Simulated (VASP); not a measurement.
## Ti4O: relaxation of the atoms with PBE

System: Ti4O, a slab with vacuum.

```
Ti O
1.0
     2.90754    0.00000    0.00000
     0.00000    4.11189    0.00000
     0.00000    0.00000   19.65357
Ti O
4 1
Cartesian
  1.4538 2.0559 4.0000
  0.0000 0.0000 5.4538
  1.4538 2.0559 6.7598
  0.0000 0.0000 8.1536
  0.0000 1.2336 9.5536
```

```
Program                             : VASP 6.6.1
Task                                : relaxation of the atoms
Functional                          : PBE
Potentials or basis                 : VASP PAW PBE potentials, release 64 (Ti_sv, O)
Cutoff                              : 520 eV
k mesh                              : 9 × 7 × 1
Occupations                         : gaussian, width 0.1 eV
Spin                                : no spin polarisation
Dipole correction                   : yes
Atoms held fixed (from 0)           : [0, 1, 2, 3]
Further INCAR settings              : ALGO = Normal; EDIFF = 1e-07; IBRION = 2; EDIFFG = -0.025; NSW = 36
Atoms held along some axes (from 0) : atom 4 along a and b
```

```json
{
  "Energy gained by relaxing": "141.9 meV/atom",
  "Ionic steps": "16",
  "Band gap on the k mesh": "zero (bands 27 and 28 overlap by 0.41 eV)"
}
```

The path:
```tsv
step	energy change (eV)	largest force on free atoms (eV/Å)	pressure (GPa)
1	0.0000	4.0256	-1.93
2	-0.5987	1.9021	-0.56
3	-0.7096	0.0353	0.60
4	-0.7095	0.0833	0.53
5	-0.7095	0.0812	0.53
6	-0.7095	0.0762	0.53
7	-0.7095	0.0761	0.53
8	-0.7095	0.0759	0.53
9	-0.7095	0.0755	0.53
10	-0.7095	0.0744	0.53
11	-0.7095	0.0730	0.53
12	-0.7095	0.0703	0.53
13	-0.7095	0.0641	0.54
14	-0.7096	0.0518	0.54
15	-0.7096	0.0270	0.56
16	-0.7096	0.0225	0.59
```

Final structure:
```
Ti O
1.0
     2.90754    0.00000    0.00000
     0.00000    4.11189    0.00000
     0.00000    0.00000   19.65357
Ti O
4 1
Direct
  0.50000 0.50000 0.20353
  0.00000 0.00000 0.27750
  0.50000 0.50000 0.34395
  0.00000 0.00000 0.41486
  0.00000 0.30000 0.47048
```

Levels at points of the mesh, in eV from the Fermi level:
| k point | band 24 | band 25 | band 26 | band 27 | band 28 | band 29 | band 30 | band 31 |
| --- | --- | --- | --- | --- | --- | --- | --- | --- |
| (0.00, 0.00, 0.00) | -1.51 | -1.13 | -0.28 | -0.07 | 0.25 | 0.34 | 0.89 | 0.91 |

Wall time 31 min on 1 thread of Intel(R) Xeon(R) Platinum 8488C (Sapphire Rapids), on a shared host, peak memory 0.41 GiB.
